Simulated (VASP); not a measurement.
# Si in VASP: single point with r2SCAN

Aim: the single point of Si with r2SCAN.

Everything below comes from runs of VASP 6.6.1. Logs are shortened: lines on timing, memory, paths and dates and some standing lists are left out, and cuts for length are marked.

**1. The cell of the first run**

The typed cell holds 1 atom: a = 2.627 Å, b = 2.627 Å, c = 3.033 Å, α = 54.73°, β = 54.73°, γ = 70.53°.

This isn't the form of Si at room conditions, which is diamond.

**2. Single point, r2SCAN**

Contents of POSCAR:

```
Si
1.0
    0.0000000000      2.1449427386      1.5164745162
    2.1449427386      0.0000000000      1.5164745162
    2.1449427386      2.1449427386      0.0000000000
Si
1
Direct
    0.0000000000      0.0000000000      0.0000000000
```

Contents of INCAR.step1:

```
SYSTEM = Si
PREC = Accurate ; ENCUT = 520
ISMEAR = 0 ; SIGMA = 0.15
LREAL = .False. ; LASPH = .True.
NELM = 100 ; NBANDS = 8
GGA = PE ; ALGO = Normal
EDIFF = 1E-4 ; LWAVE = .True.
LCHARG = .False.
```

Contents of INCAR.step2:

```
SYSTEM = Si
PREC = Accurate ; ENCUT = 520
EDIFF = 1E-6 ; ISMEAR = 0
SIGMA = 0.15 ; LREAL = .False.
LASPH = .True. ; NELM = 100
ALGO = Normal ; ISIF = 2
LWAVE = .False. ; LCHARG = .False.
METAGGA = R2SCAN ; LMIXTAU = .True.
NBANDS = 8 ; ISTART = 1
```

Contents of KPOINTS:

```
regular mesh
0
Gamma
  24 24 24
  0 0 0
```

Potentials or basis: VASP PAW PBE potentials, release 64 (Si).

On the command line:

```console
$ cat potpaw_PBE.64/Si/POTCAR > POTCAR
$ cp INCAR.step1 INCAR
$ mpirun -np 1 vasp_std > vasp.out
$ cp INCAR.step2 INCAR
$ mpirun -np 1 vasp_std > vasp.out
```

OUTCAR:

```text
SYSTEM = Si
   PREC = Accurate
   ENCUT = 520
   EDIFF = 1E-6
   ISMEAR = 0
   LREAL = .False.
   LASPH = .True.
   NELM = 100
   ISIF = 2
   METAGGA = R2SCAN
   ISTART = 1

 ion  position               nearest neighbor table
   1  0.000  0.000  0.000-

  LATTYP: Found a body centered tetragonal cell.
 ALAT       =     3.0334071114
 C/A-ratio  =     0.9998489886

  Lattice vectors:

 A1 = (   0.0000000000,  -2.1449427386,  -1.5164745162)
 A2 = (   0.0000000000,   2.1449427386,  -1.5164745162)
 A3 = (   2.1449427386,   0.0000000000,   1.5164745162)

Analysis of symmetry for initial positions (statically):
=====================================================================
 Subroutine PRICEL returns:
 Original cell was already a primitive cell.

 Routine SETGRP: Setting up the symmetry group for a
 body centered tetragonal supercell.

 Subroutine GETGRP returns: Found 16 space group operations
 (whereof 16 operations were pure point group operations)
 out of a pool of 16 trial point group operations.

The static configuration has the point symmetry D_4h.

Analysis of symmetry for dynamics (positions and initial velocities):
=====================================================================
 Subroutine PRICEL returns:
 Original cell was already a primitive cell.

 Routine SETGRP: Setting up the symmetry group for a
 body centered tetragonal supercell.

 Subroutine GETGRP returns: Found 16 space group operations
 (whereof 16 operations were pure point group operations)
 out of a pool of 16 trial point group operations.

The dynamic configuration has the point symmetry D_4h.

 Subroutine INISYM returns: Found 16 space group operations
 (whereof 16 operations are pure point group operations),
 and found     1 'primitive' translations

----------------------------------------------------------------------------------------

                                     Primitive cell

  volume of cell :      13.9539

  direct lattice vectors                    reciprocal lattice vectors
     0.000000000  2.144942739  1.516474516    -0.233106456  0.233106456  0.329712102
     2.144942739  0.000000000  1.516474516     0.233106456 -0.233106456  0.329712102
     2.144942739  2.144942739  0.000000000     0.233106456  0.233106456 -0.329712102

  length of vectors
     2.626875389  2.626875389  3.033407111     0.466248120  0.466248120  0.466248120

[... 79 lines left out ...]
   LREAL  =      F    real-space projection
   EDIFFG = 0.1E-04   stopping-criterion for IOM
   NSW    =      0    number of steps for IOM
   IBRION =     -1    ionic relax: 0-MD 1-quasi-New 2-CG
   NFREE  =      0    steps in history (QN), initial steepest desc. (CG)
   ISIF   =      2    stress and relaxation
   ISYM   =      2    0-nonsym 1-usesym 2-fastsym
   POTIM  = 0.5000    time-step for ionic-motion
   TEBEG  =    0.0;   TEEND  =   0.0 temperature during run
   PSTRESS=    0.0 pullay stress
   NELECT =       4.0000    total number of electrons
   NUPDOWN=      -1.0000    fix difference up-down
   EMIN   =  10.00;   EMAX   =-10.00  energy-range for DOS
   EFERMI =   0.00;   METHOD = LEGACY
   ISMEAR =     0;   SIGMA  =   0.15  broadening in eV -4-tet -1-fermi 0-gaus
   EFERMI_NEDOS =   21; number of points for ismear=-14 and -15
   IALGO  =     38    algorithm
   IMIX   =      4    mixing-type and parameters
     AMIX     =   0.40;   BMIX     =  1.00
     AMIX_MAG =   1.60;   BMIX_MAG =  1.00
  volume/ion in A,a.u.               =      13.95        94.17
  Fermi-wavevector in a.u.,A,eV,Ry     =   1.079434  2.039834 15.853198  1.165177
  Thomas-Fermi vector in A             =   2.215399
   LORBIT       =      0    0 simple, 1 ext, 2 COOP (PROOUT), +10 PAW based schemes
   METAGGA = R2SCAN    functional components
   LHFCALC =     F    Hartree Fock is set to
   AEXX    =    0.0000 exact exchange contribution
   IVDW    =     0    specifies the selected vdW correction
   LEPSILON=     F    determine dielectric tensor
   LRPA    =     F    only Hartree local field effects (RPA)
 non-spin polarized calculation
 Gauss-broadening in eV      SIGMA  =   0.15
  energy-cutoff  :      520.00
  volume of cell :       13.95
 maximum number of plane-waves:       394
   NGX =  9   NGY =  9   NGZ = 11

 number of electron       4.0000000 magnetization

 Free energy of the ion-electron system (eV)
  ---------------------------------------------------
  ext. energy  EPLUGINS =         0.00000000
  ---------------------------------------------------
  free energy    TOTEN  =        -8.02975285 eV

  energy without entropy =       -8.02451830  energy(sigma->0) =       -8.02713557

 E-fermi :  10.5525     XC(G=0): -12.1629

 val. band max:       10.5313358180   @ k =  -0.3750   0.4583   0.0833
 cond. band min:      10.5551672155   @ k =   0.5000   0.0000   0.2083
 fundamental gap:      0.0238313975
 Fermi energy:        10.5524743377

 k-point     1 :       0.0000    0.0000    0.0000
  band No.  band energies     occupation
      1      -5.0344      2.00000
      2      23.4917      0.00000
      3      23.4917      0.00000
      4      23.4932      0.00000
      5      24.0872      0.00000
      6      24.0911      0.00000
      7      24.0911      0.00000
      8      28.1613      0.00000
[... 243 lines left out ...]
 k-point    24 :       0.4583    0.0417    0.0000
  band No.  band energies     occupation
      1       1.9864      2.00000
      2       4.6875      2.00000
      3      16.2070      0.00000
      4      19.0862      0.00000
      5      19.3582      0.00000
      6      22.0513      0.00000
      7      30.9277      0.00000
      8      32.7562      0.00000

 [... further k-points ...]

------------------------ aborting loop because EDIFF is reached ----------------------------------------

  FORCE on cell =-STRESS in cart. coord.  units (eV):
  Direction    XX          YY          ZZ          XY          YZ          ZX
  --------------------------------------------------------------------------------------
  -------------------------------------------------------------------------------------
  Total        0.1144309      0.1144309      0.1122963      0.0000000     -0.0000000      0.0000000
  in kB       13.1388493     13.1388493     12.8937628      0.0000000     -0.0000000      0.0000000
  external PRESSURE =      13.0571538 kB  Pullay stress =       0.0000000 kB

 VOLUME and BASIS-vectors are now :
 -----------------------------------------------------------------------------
  energy-cutoff  :      520.00
  volume of cell :       13.95
      direct lattice vectors                 reciprocal lattice vectors
     0.000000000  2.144942739  1.516474516    -0.233106456  0.233106456  0.329712102
     2.144942739  0.000000000  1.516474516     0.233106456 -0.233106456  0.329712102
     2.144942739  2.144942739  0.000000000     0.233106456  0.233106456 -0.329712102

 POSITION                                       TOTAL-FORCE (eV/Angst)
 -----------------------------------------------------------------------------------
      0.00000      0.00000      0.00000         0.000000      0.000000     -0.000000
 -----------------------------------------------------------------------------------
    total drift:                                0.000000      0.000000      0.000000

  FREE ENERGIE OF THE ION-ELECTRON SYSTEM (eV)
  ---------------------------------------------------
  free  energy   TOTEN  =        -8.0297528472 eV

  energy  without entropy=       -8.0245182991  energy(sigma->0) =       -8.02713557
```

OUTCAR.step1:

```text
SYSTEM = Si
   PREC = Accurate
   ENCUT = 520
   ISMEAR = 0
   LREAL = .False.
   LASPH = .True.
   NELM = 100
[... 481 lines left out ...]
 -----------------------------------------------------------------------------------
      0.00000      0.00000      0.00000         0.000000      0.000000      0.000000
 -----------------------------------------------------------------------------------
    total drift:                                0.000000     -0.000000     -0.000000

  FREE ENERGIE OF THE ION-ELECTRON SYSTEM (eV)
  ---------------------------------------------------
  free  energy   TOTEN  =        -4.8930440188 eV

  energy  without entropy=       -4.8874848869  energy(sigma->0) =       -4.89026445
```

OSZICAR.step1:

```text
N       E                     dE             d eps       ncg     rms          rms(c)
DAV:   1    -0.249929595146E+01   -0.24993E+01   -0.18314E+03 18496   0.382E+02
DAV:   2    -0.489814341254E+01   -0.23988E+01   -0.22625E+01 25104   0.298E+01
DAV:   3    -0.491088395016E+01   -0.12741E-01   -0.12722E-01 19064   0.229E+00
DAV:   4    -0.491089511976E+01   -0.11170E-04   -0.11168E-04 27296   0.740E-02
DAV:   5    -0.491089512125E+01   -0.14959E-08   -0.30028E-08 19080   0.706E-04    0.282E+00
DAV:   6    -0.489955515175E+01    0.11340E-01   -0.36104E-03 17784   0.267E-01    0.156E+00
DAV:   7    -0.489306438305E+01    0.64908E-02   -0.72700E-03 18424   0.379E-01    0.136E-01
DAV:   8    -0.489304401883E+01    0.20364E-04   -0.35058E-05 21992   0.465E-02
   1 F= -.48930440E+01 E0= -.48902645E+01  d E =-.555913E-02
```

It took 4.8 min on 1 thread of Intel Xeon Platinum 8259CL at 2.50GHz (Skylake/Cascade Lake), shared host; peak memory 0.21 GiB.

Results:

```yaml
Free_energy: -8.0298 eV
Pressure: 1.3 GPa
Band_gap_on_the_k_mesh: zero (bands 2 and 3 overlap by 17.56 eV)
```

Levels at points of the mesh, in eV from the Fermi level:
```csv
k point,band 1,band 2,band 3,band 4,band 5,band 6
"(0.00, 0.00, 0.00)",-15.59,12.94,12.94,12.94,13.53,13.54
"(0.50, 0.00, 0.00)",-7.34,-7.31,6.20,8.05,9.02,10.91
"(0.50, 0.50, 0.00)",-0.55,-0.55,-0.55,2.14,2.23,2.23
"(0.50, 0.00, 0.50)",-7.34,-7.31,6.20,8.05,9.02,10.91
```

Caveat: the PAW data sets were made with another functional, which shifts forces and pressure a little.
